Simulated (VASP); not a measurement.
Here is a VASP 6.6.1 calculation.

The input INCAR:

```
PREC = Accurate
ENCUT = 520
EDIFF = 1E-6
ISMEAR = 0
SIGMA = 0.1
LREAL = F
LASPH = T
NELM = 100
ALGO = Normal
ISIF = 2
LWAVE = F
LCHARG = F
GGA = PE
NBANDS = 12
```

Contents of KPOINTS:

```
Automatic mesh
0
Gamma
  18 18 18
```

File POSCAR:

```
V
1.0
    0.0000000000      1.9082783543      1.9082783543
    1.9082783543      0.0000000000      1.9082783543
    1.9082783543      1.9082783543      0.0000000000
V
1
Direct
    0.0000000000      0.0000000000      0.0000000000
```

Potentials or basis: VASP PAW PBE potentials, release 64 (V_sv).

Launch:

```console
$ cat potpaw_PBE.64/V_sv/POTCAR > POTCAR
$ mpirun -np 1 vasp_std > vasp.out
```

Q: Predict the pressure.

A: 0.1 GPa.
